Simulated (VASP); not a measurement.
# Ru (P6_3/mmc) in VASP: notebook, part 2 of 2

VASP 6.6.1. Earlier steps stand in the parts before.

### Step 5. Single point, PBE

This run uses another cell than the first one: it holds 6 atoms, not 2.

The input, INCAR:

```
SYSTEM = Ru
PREC     = Accurate       ! precision mode
ENCUT    = 520            ! plane-wave cutoff, eV
EDIFF    = 1E-6           ! SCF threshold, eV
ISMEAR   = 0              ! smearing method
SIGMA    = 0.15           ! smearing width, eV
LREAL    = .False.        ! projectors in reciprocal space
LASPH    = .True.         ! aspherical terms in the spheres
NELM     = 100            ! most SCF steps
ALGO     = Fast           ! electronic algorithm
ISIF     = 2              ! what is computed and relaxed
LWAVE    = .False.        ! write WAVECAR
LCHARG   = .False.        ! write CHGCAR
GGA      = PE             ! functional
NBANDS   = 51             ! bands
```

The input, KPOINTS:

```
Automatic mesh
0
Gamma
  25 25 5
  0 0 0
```

The input, POSCAR:

```
Ru
1.0
   -2.7200250909      0.0000000000      0.0000000000
   -1.3600125454     -2.3556108276      0.0000000000
    0.0000000000      0.0000000000     12.8903084894
Ru
6
Direct
    0.3333333333      0.3333333333      0.0833333333
    0.3333333333      0.3333333333      0.4166666667
    0.3333333333      0.3333333333      0.7500000000
    0.6666666667      0.6666666667      0.2500000000
    0.6666666667      0.6666666667      0.5833333333
    0.6666666667      0.6666666667      0.9166666667
```

Potentials or basis: VASP PAW PBE potentials, release 64 (Ru_pv).

Command:

```bash
> cat potpaw_PBE.64/Ru_pv/POTCAR > POTCAR
> mpirun -np 1 vasp_std > vasp.out
```

OUTCAR:

```text
SYSTEM = Ru
   PREC = Accurate
   ENCUT = 520
   EDIFF = 1E-6
   ISMEAR = 0
   LREAL = .False.
   LASPH = .True.
   NELM = 100
   ISIF = 2
   GGA = PE

 ion  position               nearest neighbor table
   1  0.333  0.333  0.083-   6 2.66   6 2.66   6 2.66   4 2.66   4 2.66   4 2.66
   2  0.333  0.333  0.417-   5 2.66   5 2.66   5 2.66   4 2.66   4 2.66   4 2.66
   3  0.333  0.333  0.750-   5 2.66   6 2.66   5 2.66   6 2.66   5 2.66   6 2.66
   4  0.667  0.667  0.250-   1 2.66   2 2.66   1 2.66   2 2.66   1 2.66   2 2.66
   5  0.667  0.667  0.583-   2 2.66   2 2.66   2 2.66   3 2.66   3 2.66   3 2.66
   6  0.667  0.667  0.917-   1 2.66   1 2.66   1 2.66   3 2.66   3 2.66   3 2.66
[... 7 lines left out ...]
 A1 = (   1.3600125454,   2.3556108276,   0.0000000000)
 A2 = (  -2.7200250909,   0.0000000000,   0.0000000000)
 A3 = (   0.0000000000,   0.0000000000,  12.8903084894)

Analysis of symmetry for initial positions (statically):
=====================================================================
 Subroutine PRICEL returns following result:

  LATTYP: Found a hexagonal cell.
 ALAT       =     2.7200250908
 C/A-ratio  =     1.5796800963

  Lattice vectors:

 A1 = (   1.3600125454,   2.3556108276,   0.0000000000)
 A2 = (  -2.7200250909,   0.0000000000,   0.0000000000)
 A3 = (   0.0000000000,   0.0000000000,   4.2967694973)

   3 primitive cells build up your supercell.

 Routine SETGRP: Setting up the symmetry group for a
 hexagonal supercell.

 Subroutine GETGRP returns: Found 24 space group operations
 (whereof 12 operations were pure point group operations)
 out of a pool of 24 trial point group operations.

The static configuration has the point symmetry D_3d.
 The point group associated with its full space group is D_6h.

Analysis of symmetry for dynamics (positions and initial velocities):
=====================================================================
 Subroutine PRICEL returns following result:

  LATTYP: Found a hexagonal cell.
 ALAT       =     2.7200250908
[... 141 lines left out ...]
  Thomas-Fermi vector in A             =   2.735990
   LORBIT       =      0    0 simple, 1 ext, 2 COOP (PROOUT), +10 PAW based schemes
   GGA     = PE    functional components
   LHFCALC =     F    Hartree Fock is set to
   AEXX    =    0.0000 exact exchange contribution
   IVDW    =     0    specifies the selected vdW correction
   LEPSILON=     F    determine dielectric tensor
   LRPA    =     F    only Hartree local field effects (RPA)
 non-spin polarized calculation
 RMM-DIIS sequential band-by-band and
 Gauss-broadening in eV      SIGMA  =   0.15
  energy-cutoff  :      520.00
  volume of cell :       82.59
 maximum number of plane-waves:      2261
   NGX = 11   NGY = 11   NGZ = 47

 number of electron      84.0000039 magnetization

 Free energy of the ion-electron system (eV)
  ---------------------------------------------------
  ext. energy  EPLUGINS =         0.00000000
  ---------------------------------------------------
  free energy    TOTEN  =       -55.43322620 eV

  energy without entropy =      -55.37561738  energy(sigma->0) =      -55.40442179

 E-fermi :  12.5935     XC(G=0): -14.0346

 val. band max:       12.5927901566   @ k =  -0.4400   0.1200   0.4000
 cond. band min:      12.5942120745   @ k =   0.0000   0.0000   0.4000
 fundamental gap:      0.0014219179
 Fermi energy:        12.5935472315

 k-point     1 :       0.0000    0.0000    0.0000
  band No.  band energies     occupation
      1     -31.0118      2.00000
      2     -30.7485      2.00000
      3     -30.7485      2.00000
      4     -30.2009      2.00000
      5     -30.2009      2.00000
      6     -30.1198      2.00000
[... 1285 lines left out ...]
     50      14.9688      0.00000
     51      16.1117      0.00000

 [... further k-points ...]

------------------------ aborting loop because EDIFF is reached ----------------------------------------

  FORCE on cell =-STRESS in cart. coord.  units (eV):
  Direction    XX          YY          ZZ          XY          YZ          ZX
  --------------------------------------------------------------------------------------
  -------------------------------------------------------------------------------------
  Total        0.0748514      0.0748514     -0.2335872     -0.0000000      0.0000000      0.0000000
  in kB        1.4520134      1.4520134     -4.5312701     -0.0000000      0.0000000      0.0000000
  external PRESSURE =      -0.5424144 kB  Pullay stress =       0.0000000 kB

 VOLUME and BASIS-vectors are now :
 -----------------------------------------------------------------------------
  energy-cutoff  :      520.00
  volume of cell :       82.59
      direct lattice vectors                 reciprocal lattice vectors
    -2.720025091  0.000000000  0.000000000    -0.367643667  0.212259170  0.000000000
    -1.360012545 -2.355610828  0.000000000     0.000000000 -0.424518341  0.000000000
     0.000000000  0.000000000 12.890308489     0.000000000  0.000000000  0.077577662

 POSITION                                       TOTAL-FORCE (eV/Angst)
 -----------------------------------------------------------------------------------
     -1.36001     -0.78520      1.07419         0.000000     -0.000000      0.000000
     -1.36001     -0.78520      5.37096         0.000000      0.000000      0.000000
     -1.36001     -0.78520      9.66773         0.000000      0.000000     -0.000000
     -2.72003     -1.57041      3.22258        -0.000000     -0.000000      0.000000
     -2.72003     -1.57041      7.51935        -0.000000      0.000000     -0.000000
     -2.72003     -1.57041     11.81612        -0.000000      0.000000     -0.000000
 -----------------------------------------------------------------------------------
    total drift:                               -0.000000     -0.000000      0.000000

  FREE ENERGIE OF THE ION-ELECTRON SYSTEM (eV)
  ---------------------------------------------------
  free  energy   TOTEN  =       -55.4332262038 eV

  energy  without entropy=      -55.3756173845  energy(sigma->0) =      -55.40442179
```

OSZICAR:

```text
N       E                     dE             d eps       ncg     rms          rms(c)
DAV:   1     0.107960273150E+04    0.10796E+04   -0.50974E+04 20058   0.184E+03
DAV:   2    -0.172548346071E+02   -0.10969E+04   -0.10682E+04 20637   0.577E+02
DAV:   3    -0.584720808018E+02   -0.41217E+02   -0.38997E+02 23670   0.110E+02
DAV:   4    -0.594919860712E+02   -0.10199E+01   -0.10047E+01 22608   0.143E+01
DAV:   5    -0.595164831992E+02   -0.24497E-01   -0.24454E-01 24060   0.211E+00    0.297E+01
RMM:   6    -0.556226229379E+02    0.38939E+01   -0.10830E+01 19924   0.190E+01    0.797E+00
RMM:   7    -0.554300863672E+02    0.19254E+00   -0.29004E+00 20388   0.711E+00    0.148E+00
RMM:   8    -0.554361839455E+02   -0.60976E-02   -0.32001E-01 21727   0.230E+00    0.114E+00
RMM:   9    -0.554332379459E+02    0.29460E-02   -0.68844E-02 22181   0.948E-01    0.211E-01
RMM:  10    -0.554330980032E+02    0.13994E-03   -0.72680E-03 22439   0.416E-01    0.489E-02
RMM:  11    -0.554331896225E+02   -0.91619E-04   -0.17118E-03 23750   0.148E-01    0.282E-02
RMM:  12    -0.554332139959E+02   -0.24373E-04   -0.31629E-04 27093   0.609E-02    0.506E-03
RMM:  13    -0.554332220176E+02   -0.80217E-05   -0.70345E-05 26481   0.251E-02    0.283E-03
RMM:  14    -0.554332230217E+02   -0.10041E-05   -0.14558E-05 16857   0.106E-02    0.238E-03
RMM:  15    -0.554332244756E+02   -0.14539E-05   -0.48839E-06 13133   0.493E-03    0.198E-03
RMM:  16    -0.554332259599E+02   -0.14844E-05   -0.18055E-06 12296   0.264E-03    0.118E-03
RMM:  17    -0.554332262038E+02   -0.24389E-06   -0.91330E-07 10806   0.181E-03
   1 F= -.55433226E+02 E0= -.55404422E+02  d E =-.576088E-01
```

Run time: 6.1 min. Hardware: 1 thread of Intel Xeon 6975P-C (Granite Rapids), shared host; peak memory 0.59 GiB.

What came out:

- Free energy: -55.4332 eV
- Pressure: -0.1 GPa
- Band gap on the k mesh: zero (bands 42 and 43 overlap by 3.09 eV)

Levels at points of the mesh, in eV from the Fermi level:
| k point | band 39 | band 40 | band 41 | band 42 | band 43 | band 44 | band 45 | band 46 |
| --- | --- | --- | --- | --- | --- | --- | --- | --- |
| (0.00, 0.00, 0.00) | -1.88 | -1.43 | -1.43 | -1.38 | -1.38 | -0.22 | -0.22 | -0.22 |

### Step 6. The runs side by side

```tsv
cell	k mesh	smearing	gap on the mesh (eV)	pressure (GPa)
a = 2.901, b = 2.901, c = 4.206 Å, angles 90.0, 90.0, 120.0°, 2 atoms, atomic positions A	18 × 18 × 10	gaussian 0.1 eV	none	-23.1
a = 2.775, b = 2.775, c = 4.006 Å, angles 90.0, 90.0, 120.0°, 2 atoms, atomic positions A	18 × 18 × 10	gaussian 0.1 eV	none	14.4
a = 2.775, b = 2.775, c = 4.135 Å, angles 90.0, 90.0, 120.0°, 2 atoms, atomic positions A	18 × 18 × 10	gaussian 0.1 eV	none	1.3
a = 2.720, b = 2.720, c = 12.890 Å, angles 90.0, 90.0, 60.0°, 6 atoms, atomic positions B	25 × 25 × 5	gaussian 0.15 eV	none	-0.1
```

Alike in all rows: task single point; level PBE; potentials or basis VASP PAW PBE potentials, release 64 (Ru_pv); no spin polarisation; cutoff (eV) 520.

Caveats: the stress differs along the axes, from -31 to -8 GPa (at least some runs); the stress differs along the axes, from 1 to 42 GPa (at least some runs); the stress differs along the axes, from -7 to 18 GPa (at least some runs).

Total energies depend on the potentials used, so only differences within one code and one set of settings carry meaning.

The gap in the log of VASP goes by the Fermi energy; the results here count the filled bands.